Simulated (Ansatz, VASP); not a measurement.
**One calculation of PtSe2, two programs**

File INCAR:

```
ALGO = Normal
EDIFF = 1E-6
ENCUT = 520
GGA = CA
ISIF = 2
ISMEAR = 1
LASPH = True
LCHARG = False
LDAU = True
LDAUJ = 0 0
LDAUL = 2 -1
LDAUPRINT = 1
LDAUTYPE = 2
LDAUU = 8 0
LMAXMIX = 4
LREAL = False
LWAVE = False
NBANDS = 18
NELM = 150
PREC = Accurate
SIGMA = 0.01
```

The input KPOINTS:

```
k-points
0
Gamma
  8 8 5
```

The input POSCAR:

```
PtSe2
1.0
    3.7240000000      0.0000000000      0.0000000000
   -1.8620000000      3.2250786037      0.0000000000
    0.0000000000      0.0000000000      5.0620000000
Pt Se
1 2
Direct
   -0.0281920000     -0.0106060000     -0.0128560000
    0.6521500000      0.2938800000      0.7590450000
    0.3179490000      0.6954800000      0.2581540000
```

Contents of input.yaml:

```yaml
crystal:
  lattice:
    - [3.724, 0.0, 0.0]
    - [-1.862, 3.2250786037, 0.0]
    - [0.0, 0.0, 5.062]
  atoms:
    - { symbol: Pt, position: [-0.028192, -0.010606, -0.012856] }
    - { symbol: Se, position: [0.65215, 0.29388, 0.759045] }
    - { symbol: Se, position: [0.317949, 0.69548, 0.258154] }
kpoints:
  mp_grid: { grid: [8, 8, 5] }
scf:
  occupations: { method: methfessel_paxton, width: 0.01 }
hamiltonian:
  xc: lda
  pseudopotentials:
    kind: all_electron
    lapw: { basis_error: 0.001 }
    nuclear_model: point
  hubbard:
    sites: [{ species: Pt, l: d, u_eff: 8 }]
    double_counting: fll
    projectors: ortho-atomic
output:
  forces: true
  stress: true
  eigenvalues: true
  hubbard: {}
  xc_energy_on_converged_density: [revpbe, pbesol, pbe]
```

Change from the starting cell: atoms moved at random, drawn with an rms of 0.1 Å.

Alike in both runs: task single point; functional LDA; k mesh 8 × 8 × 5; occupations methfessel-paxton of order 1, width 0.01 eV; no spin polarisation; Hubbard terms Pt d U = 8.0 eV.

|  | VASP | Ansatz |
| --- | --- | --- |
| version | VASP 6.6.1 | Ansatz 0.2.0 |
| potentials or method | VASP PAW LDA potentials, release 64 (Pt, Se), cutoff 520 eV | all-electron LAPW, point nuclei |

```tsv
	VASP	Ansatz	Ansatz less VASP
gap on the k mesh at the Fermi level (eV)	none	none	-
pressure (GPa)	-4.9	2.5	+7.38
traceless stress, the component that is largest in VASP (GPa)	-4.05	-5.22	-1.166
rms of the force components (eV/Å)	0.825	1.095	+0.2697
```

LDA's correlation is that of Perdew and Zunger in VASP and of Perdew and Wang (1992) in Ansatz. The programs project onto different local orbitals, so the same U acts differently, and such runs can settle in different states. Atom by atom the forces differ by 0.425 eV/Å (rms over components). A gap of «none» marks a metal or a gap that the smearing closes. Ansatz ran all-electron here, and VASP with PAW potentials.

Neither program's run includes spin-orbit coupling. Noted on Ansatz's run: U is the effective U less J, on atomic orbitals that reach past the spheres.
